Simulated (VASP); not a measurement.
# Si3Ge (P4/mmm) in VASP: a series of runs, part 2 of 2

VASP 6.6.1.

### 3 Relaxation of cell and atoms, PBE

This run uses another cell than the first one, of 16.34 Å³/atom, 0.973 times its volume.

The input, INCAR:

```
PREC = Accurate ; ENCUT = 600
EDIFF = 1E-7 ; ISMEAR = 0
SIGMA = 0.1 ; LREAL = False
LASPH = True ; NELM = 80
ALGO = Normal ; ISIF = 3
LWAVE = False ; LCHARG = False
GGA = PE ; IBRION = 2
NSW = 90 ; EDIFFG = -0.04
```

The input, KPOINTS:

```
regular mesh
0
Gamma
  4 4 6
```

The input, POSCAR:

```
Si3Ge
1.0
    4.9089439048      0.0000000000      0.0000000000
    0.0000000000      4.9089439048      0.0000000000
    0.0000000000      0.0000000000      2.7116735216
Si Ge
3 1
Direct
    0.0000000000      0.5000000000      0.0000000000
    0.5000000000      0.0000000000      0.0000000000
    0.0000000000      0.0000000000      0.5000000000
    0.5000000000      0.5000000000      0.0000000000
```

Potentials or basis: VASP PAW PBE potentials, release 64 (Si, Ge_d).

On the command line:

```sh
$ cat potpaw_PBE.64/Si/POTCAR potpaw_PBE.64/Ge_d/POTCAR > POTCAR
$ mpirun -np 1 vasp_std > vasp.out
```

OUTCAR:

```text
PREC = Accurate
   ENCUT = 600
   EDIFF = 1E-7
   ISMEAR = 0
   LREAL = False
   LASPH = True
   NELM = 80
   ISIF = 3
   GGA = PE
   IBRION = 2
   NSW = 90
   EDIFFG = -0.04

 ion  position               nearest neighbor table
   1  0.000  0.500  0.000-   4 2.45   4 2.45   3 2.80   3 2.80   3 2.80   3 2.80
   2  0.500  0.000  0.000-   4 2.45   4 2.45   3 2.80   3 2.80   3 2.80   3 2.80
   3  0.000  0.000  0.500-   1 2.80   2 2.80   1 2.80   2 2.80   1 2.80   1 2.80   2 2.80   2 2.80

   4  0.500  0.500  0.000-   1 2.45   2 2.45   2 2.45   1 2.45

  LATTYP: Found a simple tetragonal cell.
 ALAT       =     4.9089439048
 C/A-ratio  =     0.5523944812

  Lattice vectors:

 A1 = (   4.9089439048,   0.0000000000,   0.0000000000)
 A2 = (   0.0000000000,   4.9089439048,   0.0000000000)
 A3 = (   0.0000000000,   0.0000000000,   2.7116735216)

Analysis of symmetry for initial positions (statically):
=====================================================================
 Subroutine PRICEL returns:
 Original cell was already a primitive cell.

 Routine SETGRP: Setting up the symmetry group for a
 simple tetragonal supercell.

 Subroutine GETGRP returns: Found 16 space group operations
 (whereof 16 operations were pure point group operations)
 out of a pool of 16 trial point group operations.

The static configuration has the point symmetry D_4h.

Analysis of symmetry for dynamics (positions and initial velocities):
=====================================================================
 Subroutine PRICEL returns:
 Original cell was already a primitive cell.

 Routine SETGRP: Setting up the symmetry group for a
 simple tetragonal supercell.

 Subroutine GETGRP returns: Found 16 space group operations
 (whereof 16 operations were pure point group operations)
 out of a pool of 16 trial point group operations.

The dynamic configuration has the point symmetry D_4h.

 Subroutine INISYM returns: Found 16 space group operations
 (whereof 16 operations are pure point group operations),
 and found     1 'primitive' translations

----------------------------------------------------------------------------------------

                                     Primitive cell

  volume of cell :      65.3452

  direct lattice vectors                    reciprocal lattice vectors
     4.908943905  0.000000000  0.000000000     0.203709804  0.000000000  0.000000000
     0.000000000  4.908943905  0.000000000     0.000000000  0.203709804  0.000000000
     0.000000000  0.000000000  2.711673522     0.000000000  0.000000000  0.368775958

  length of vectors
     4.908943905  4.908943905  2.711673522     0.203709804  0.203709804  0.368775958

  position of ions in fractional coordinates (direct lattice)
     0.000000000  0.500000000  0.000000000
     0.500000000  0.000000000  0.000000000
     0.000000000  0.000000000  0.500000000
     0.500000000  0.500000000  0.000000000

  ion indices of the primitive-cell ions
   primitive index   ion index
                 1           1
                 2           2
                 3           3
                 4           4

----------------------------------------------------------------------------------------

 KPOINTS: regular mesh

Automatic generation of k-mesh.
 Grid dimensions read from file:
 generate k-points for:    4    4    6

 Generating k-lattice:

  Cartesian coordinates                     Fractional coordinates (reciprocal lattice)
     0.050927451  0.000000000  0.000000000     0.250000000  0.000000000  0.000000000
     0.000000000  0.050927451  0.000000000     0.000000000  0.250000000  0.000000000
     0.000000000  0.000000000  0.061462660     0.000000000  0.000000000  0.166666667

  Length of vectors
     0.050927451  0.050927451  0.061462660

  Shift w.r.t. Gamma in fractional coordinates (k-lattice)
     0.000000000  0.000000000  0.000000000

 Subroutine IBZKPT returns following result:
 ===========================================

 Found     24 irreducible k-points:

 Following reciprocal coordinates:
            Coordinates               Weight
  0.000000  0.000000  0.000000      1.000000
  0.250000  0.000000  0.000000      4.000000
  0.500000  0.000000  0.000000      2.000000
  0.250000  0.250000  0.000000      4.000000
  0.500000  0.250000  0.000000      4.000000
  0.500000  0.500000  0.000000      1.000000
[... 16 lines left out ...]
  0.500000  0.250000  0.500000      4.000000
  0.500000  0.500000  0.500000      1.000000
   k-points           NKPTS =     24   k-points in BZ     NKDIM =     24   number of bands    NBANDS=     17
   number of dos      NEDOS =    301   number of ions     NIONS =      4
   total plane-waves  NPLWV =  38400
   dimension x,y,z NGX =    40 NGY =   40 NGZ =   24
   dimension x,y,z NGXF=    80 NGYF=   80 NGZF=   48
   ions per type =               3   1
   NGX,Y,Z   is equivalent  to a cutoff of  13.55, 13.55, 14.71 a.u.
   NGXF,Y,Z  is equivalent  to a cutoff of  27.09, 27.09, 29.43 a.u.
 SYSTEM =  unknown system
   PREC   = accura    normal or accurate (medium, high low for compatibility)
   ISTART =      0    job   : 0-new  1-cont  2-samecut
   ICHARG =      2    charge: 1-file 2-atom 10-const
   ISPIN  =      1    spin polarized calculation?
   LNONCOLLINEAR =      F non collinear calculations
   LSORBIT =      F    spin-orbit coupling
   LASPH  =      T    aspherical Exc in radial PAW
   ENCUT  =  600.0 eV  44.10 Ry    6.64 a.u.   9.80  9.80  5.42*2*pi/ulx,y,z
   NELM   =     80;   NELMIN=  2; NELMDL= -5     # of ELM steps
   EDIFF  = 0.1E-06   stopping-criterion for ELM
   LREAL  =      F    real-space projection
   EDIFFG = -.4E-01   stopping-criterion for IOM
   NSW    =     90    number of steps for IOM
   IBRION =      2    ionic relax: 0-MD 1-quasi-New 2-CG
   NFREE  =      1    steps in history (QN), initial steepest desc. (CG)
   ISIF   =      3    stress and relaxation
   ISYM   =      2    0-nonsym 1-usesym 2-fastsym
   POTIM  = 0.5000    time-step for ionic-motion
   TEBEG  =    0.0;   TEEND  =   0.0 temperature during run
   PSTRESS=    0.0 pullay stress
   NELECT =      26.0000    total number of electrons
   NUPDOWN=      -1.0000    fix difference up-down
   EMIN   =  10.00;   EMAX   =-10.00  energy-range for DOS
   EFERMI =   0.00;   METHOD = LEGACY
   ISMEAR =     0;   SIGMA  =   0.10  broadening in eV -4-tet -1-fermi 0-gaus
   EFERMI_NEDOS =   21; number of points for ismear=-14 and -15
   IALGO  =     38    algorithm
   IMIX   =      4    mixing-type and parameters
     AMIX     =   0.40;   BMIX     =  1.00
     AMIX_MAG =   1.60;   BMIX_MAG =  1.00
  volume/ion in A,a.u.               =      16.34       110.24
  Fermi-wavevector in a.u.,A,eV,Ry     =   1.204097  2.275413 19.726398  1.449849
  Thomas-Fermi vector in A             =   2.339832
   LORBIT       =      0    0 simple, 1 ext, 2 COOP (PROOUT), +10 PAW based schemes
   GGA     = PE    functional components
   LHFCALC =     F    Hartree Fock is set to
   AEXX    =    0.0000 exact exchange contribution
   IVDW    =     0    specifies the selected vdW correction
   LEPSILON=     F    determine dielectric tensor
   LRPA    =     F    only Hartree local field effects (RPA)
 conjugate gradient relaxation of ions
 non-spin polarized calculation
 Gauss-broadening in eV      SIGMA  =   0.10
  energy-cutoff  :      600.00
  volume of cell :       65.35
 maximum number of plane-waves:      2200
 NGX is ok and might be reduce to    40
   NGX = 19   NGY = 19   NGZ = 11

--------------------------------------- Ionic step        1  -------------------------------------------

 number of electron      26.0000003 magnetization

 Free energy of the ion-electron system (eV)
  ---------------------------------------------------
  ext. energy  EPLUGINS =         0.00000000
  ---------------------------------------------------
  free energy    TOTEN  =       -18.81979632 eV

  energy without entropy =      -18.80739454  energy(sigma->0) =      -18.81359543

------------------------ aborting loop because EDIFF is reached ----------------------------------------

  FORCE on cell =-STRESS in cart. coord.  units (eV):
  Direction    XX          YY          ZZ          XY          YZ          ZX
  --------------------------------------------------------------------------------------
  -------------------------------------------------------------------------------------
  Total        1.8337493      1.8337493     -2.6024571      0.0000000     -0.0000000      0.0000000
  in kB       44.9611080     44.9611080    -63.8088057      0.0000000     -0.0000000      0.0000000
  external PRESSURE =       8.7044701 kB  Pullay stress =       0.0000000 kB
[... 251 lines left out ...]
  energy  without entropy=      -18.9914806671  energy(sigma->0) =      -18.99613766

--------------------------------------- Ionic step        8  -------------------------------------------

 number of electron      25.9999992 magnetization

 Free energy of the ion-electron system (eV)
  ---------------------------------------------------
  ext. energy  EPLUGINS =         0.00000000
  ---------------------------------------------------
  free energy    TOTEN  =       -19.00160669 eV

  energy without entropy =      -18.99229058  energy(sigma->0) =      -18.99694863

 E-fermi :   8.2374     XC(G=0): -10.9441

 val. band max:        8.2298355792   @ k =   0.5000   0.2500   0.1667
 cond. band min:       8.2693486524   @ k =   0.2500   0.0000   0.5000
 fundamental gap:      0.0395130732
 Fermi energy:         8.2373962333

 k-point     1 :       0.0000    0.0000    0.0000
  band No.  band energies     occupation
      1     -16.3464      2.00000
      2     -16.1889      2.00000
      3     -16.1478      2.00000
      4     -16.0777      2.00000
      5     -16.0777      2.00000
      6      -5.2793      2.00000
[... 9 lines left out ...]
     16      15.6093      0.00000
     17      15.6093      0.00000
[... 489 lines left out ...]
  FREE ENERGIE OF THE ION-ELECTRON SYSTEM (eV)
  ---------------------------------------------------
  free  energy   TOTEN  =       -19.0016066859 eV

  energy  without entropy=      -18.9922905762  energy(sigma->0) =      -18.99694863

 reached required accuracy - stopping structural energy minimisation
```

OSZICAR:

```text
N       E                     dE             d eps       ncg     rms          rms(c)
DAV:   1     0.144475135587E+03    0.14448E+03   -0.13424E+04   889   0.290E+03
[... 78 lines left out ...]
DAV:   1    -0.190079311243E+02   -0.71365E-02   -0.11647E-01  1025   0.442E+00    0.430E-01
DAV:   2    -0.190033813943E+02    0.45497E-02   -0.90624E-03  1166   0.140E+00    0.246E-01
DAV:   3    -0.190016996816E+02    0.16817E-02   -0.25650E-03  1091   0.608E-01    0.630E-02
DAV:   4    -0.190016092939E+02    0.90388E-04   -0.25191E-04  1013   0.141E-01    0.259E-02
DAV:   5    -0.190016059341E+02    0.33598E-05   -0.16619E-05  1090   0.521E-02    0.105E-02
DAV:   6    -0.190016066616E+02   -0.72746E-06   -0.21424E-06  1049   0.180E-02    0.183E-03
DAV:   7    -0.190016066859E+02   -0.24327E-07   -0.13749E-07   441   0.680E-03
   8 F= -.19001607E+02 E0= -.18996949E+02  d E =-.812029E-03
```

Run time: 3.3 min. Hardware: 1 thread of Intel Xeon Platinum 8259CL at 2.50GHz (Skylake/Cascade Lake), shared host; peak memory 0.21 GiB.

What came out:

```yaml
Free_energy: -19.0016 eV
Relaxed_volume: 16.42 Å³/atom
Relaxed_cell: a = 5.072 Å, b = 5.072 Å, c = 2.553 Å, α = 90.00°, β = 90.00°, γ = 90.00°
Space_group_after_relaxing_to_0.05_Å: P4/mmm (No. 123)
Energy_gained_by_relaxing: 45.5 meV/atom
Ionic_steps: 8
Pressure_after_relaxing: 0.0 GPa
Band_gap_on_the_k_mesh: zero (band 13 reaches 8.84 eV, above the bottom of band 14 at 6.59 eV)
```

Stress tensor (GPa, compression positive):
```
 0.03  0.00  0.00
 0.00  0.03  0.00
 0.00  0.00 -0.06
```

Step by step:
| step | energy change (eV) | largest force (eV/Å) | pressure (GPa) | volume (Å³) |
| --- | --- | --- | --- | --- |
| 1 | 0.0000 | 0.0000 | 0.87 | 65.35 |
| 2 | -0.1217 | 0.0000 | -1.10 | 66.12 |
| 3 | 0.1330 | 0.0000 | 1.45 | 67.68 |
| 4 | -0.1783 | 0.0000 | -1.18 | 66.61 |
| 5 | -0.1784 | 0.0000 | -1.15 | 66.63 |
| 6 | -0.1792 | 0.0000 | 0.63 | 65.38 |
| 7 | -0.1810 | 0.0000 | -0.19 | 65.95 |
| 8 | -0.1818 | 0.0000 | 0.00 | 65.67 |

Final structure:
```yaml
crystal:
  lattice:
    - [5.07166, 0.00000, 0.00000]
    - [0.00000, 5.07166, 0.00000]
    - [0.00000, 0.00000, 2.55305]
  atoms:
    - { symbol: Si, position: [0.00000, 0.50000, 0.00000] }
    - { symbol: Si, position: [0.50000, 0.00000, 0.00000] }
    - { symbol: Si, position: [0.00000, 0.00000, 0.50000] }
    - { symbol: Ge, position: [0.50000, 0.50000, 0.00000] }
```

Levels at points of the mesh, in eV from the Fermi level:
| k point | band 9 | band 10 | band 11 | band 12 | band 13 | band 14 | band 15 | band 16 | band 17 |
| --- | --- | --- | --- | --- | --- | --- | --- | --- | --- |
| (0.00, 0.00, 0.00) | -6.55 | -6.55 | -3.84 | -2.89 | -2.89 | 1.80 | 7.24 | 7.37 | 7.37 |
| (0.50, 0.00, 0.00) | -7.39 | -5.37 | -5.18 | -0.81 | -0.65 | 3.22 | 3.29 | 6.53 | 7.22 |
| (0.50, 0.50, 0.00) | -10.51 | -0.21 | -0.21 | -0.19 | 0.08 | 1.33 | 1.33 | 1.41 | 1.45 |
| (0.00, 0.00, 0.50) | -3.35 | -3.29 | -2.90 | -2.33 | -2.33 | -0.15 | -0.15 | 1.00 | 1.58 |
| (0.50, 0.00, 0.50) | -5.71 | -2.51 | -2.18 | -2.02 | -1.70 | -1.65 | -0.06 | 0.26 | 3.05 |
| (0.50, 0.50, 0.50) | -5.29 | -4.84 | -4.68 | -4.68 | -4.11 | 3.46 | 4.07 | 4.40 | 4.40 |

Caveat: the k points lie up to 0.41 Å⁻¹ apart in the final cell.

### 4 Relaxation of cell and atoms, PBE

The input, INCAR:

```
SYSTEM = Si3Ge
PREC     = Accurate       ! precision mode
ENCUT    = 600            ! plane-wave cutoff, eV
EDIFF    = 1E-6           ! SCF threshold, eV
ISMEAR   = 0              ! smearing method
SIGMA    = 0.1            ! smearing width, eV
LREAL    = .FALSE.        ! projectors in reciprocal space
LASPH    = .TRUE.         ! aspherical terms in the spheres
NELM     = 60             ! most SCF steps
ALGO     = Normal         ! electronic algorithm
ISIF     = 3              ! what is computed and relaxed
LWAVE    = .FALSE.        ! write WAVECAR
LCHARG   = .FALSE.        ! write CHGCAR
GGA      = PE             ! functional
IBRION   = 2              ! ionic algorithm
NSW      = 90             ! ionic steps
EDIFFG   = -0.04          ! ionic threshold
```

The input, KPOINTS:

```
regular mesh
0
G
  6 6 4
  0 0 0
```

The input, POSCAR:

```
Si3Ge
1.0
    3.7266508700      0.0000000000      0.0000000000
    0.0000000000      3.7266508700      0.0000000000
    0.0000000000      0.0000000000      4.8367554200
Si Ge
3 1
Direct
    0.0000000000      0.5000000000      0.0000000000
    0.5000000000      0.0000000000      0.0000000000
    0.0000000000      0.0000000000      0.5000000000
    0.5000000000      0.5000000000      0.0000000000
```

On the command line:

```sh
$ cat potpaw_PBE.64/Si/POTCAR potpaw_PBE.64/Ge_d/POTCAR > POTCAR
$ mpirun -np 1 vasp_std > vasp.out
```

Wall time 8.8 min (1 thread of Intel Xeon Platinum 8259CL at 2.50GHz (Skylake/Cascade Lake), shared host); peak memory 0.22 GiB.

The run converged. Its results:

| Quantity | Value |
| --- | --- |
| Free energy | -18.8118 eV |
| Relaxed volume | 16.36 Å³/atom |
| Relaxed cell | a = 4.913 Å, b = 4.913 Å, c = 2.711 Å, α = 90.00°, β = 90.00°, γ = 90.00° |
| Space group after relaxing (to 0.05 Å) | P4/mmm (No. 123) |
| Energy gained by relaxing | 3132.7 meV/atom |
| Ionic steps | 18 |
| Pressure after relaxing | -0.1 GPa |
| Band gap on the k mesh | zero (band 13 reaches 10.18 eV, above the bottom of band 14 at 6.90 eV) |

Stress tensor (GPa, compression positive):
```
-0.04  0.00  0.00
 0.00 -0.04  0.00
 0.00  0.00 -0.12
```

The path:
```tsv
step	energy change (eV)	largest force (eV/Å)	pressure (GPa)	volume (Å³)
1	0.0000	0.0000	70.64	67.17
2	-6.6517	0.0000	-10.43	154.51
3	-9.2560	0.0000	-4.93	106.77
4	-9.2613	0.0000	-4.64	105.90
5	-9.2633	0.0000	-4.16	104.42
6	-9.8590	0.0000	-4.23	96.44
7	-11.9598	0.0000	-2.28	72.17
8	335.5286	0.0000	3010.29	22.14
9	-12.0256	0.0000	-2.06	71.51
10	-12.4521	0.0000	5.23	62.61
11	-12.4654	0.0000	3.31	64.14
12	-12.5115	0.0000	-2.55	67.60
13	-12.5159	0.0000	-0.68	66.43
14	-12.5170	0.0000	-1.22	66.76
15	-12.5304	0.0000	-0.38	65.65
16	-12.5304	0.0000	-0.44	65.67
17	-12.5301	0.0000	0.27	65.13
18	-12.5308	0.0000	-0.07	65.45
```

Final structure:
```
CELL_PARAMETERS angstrom
4.91349 0.00000 0.00000
0.00000 4.91349 0.00000
0.00000 0.00000 2.71119
ATOMIC_POSITIONS crystal
Si 0.00000 0.50000 0.00000
Si 0.50000 0.00000 0.00000
Si 0.00000 0.00000 0.50000
Ge 0.50000 0.50000 0.00000
```

Levels at points of the mesh, in eV from the Fermi level:
| k point | band 9 | band 10 | band 11 | band 12 | band 13 | band 14 | band 15 | band 16 | band 17 |
| --- | --- | --- | --- | --- | --- | --- | --- | --- | --- |
| (0.00, 0.00, 0.00) | -6.54 | -6.54 | -2.63 | -2.48 | -2.48 | 2.04 | 4.75 | 7.22 | 8.36 |
| (0.50, 0.00, 0.00) | -6.82 | -5.33 | -4.98 | -0.23 | -0.01 | 4.32 | 4.43 | 5.98 | 6.15 |
| (0.50, 0.50, 0.00) | -10.34 | 0.28 | 0.28 | 0.49 | 0.68 | 2.26 | 2.26 | 2.33 | 2.37 |
| (0.00, 0.00, 0.50) | -3.76 | -3.12 | -3.12 | -2.98 | -2.89 | -0.54 | -0.54 | 1.33 | 1.33 |
| (0.50, 0.00, 0.50) | -5.85 | -2.60 | -2.59 | -2.48 | -1.62 | -1.45 | -0.52 | -0.10 | 2.92 |
| (0.50, 0.50, 0.50) | -5.55 | -5.48 | -4.70 | -4.70 | -4.10 | 3.24 | 4.25 | 4.25 | 5.24 |

### 5 Summary

```csv
task,cell,k mesh,cutoff (eV),gap on the mesh (eV),pressure (GPa),relaxed volume (Å³/atom)
single point,"a = 3.727, b = 3.727, c = 4.837 Å, 4 atoms",6 × 6 × 4,520,none,70.6,-
relaxation of cell and atoms,"relaxed from a = 4.909, b = 4.909, c = 2.712 Å, 4 atoms",4 × 4 × 6,600,none,0.0,16.42
relaxation of cell and atoms,"relaxed from a = 3.727, b = 3.727, c = 4.837 Å, 4 atoms",6 × 6 × 4,600,none,-0.1,16.36
```

Alike in all rows: level PBE; potentials or basis VASP PAW PBE potentials, release 64 (Si, Ge_d); no spin polarisation; smearing gaussian 0.1 eV.

Caveats: some runs use coarse meshes.

Total energies depend on the potentials used, so only differences within one code and one set of settings carry meaning.
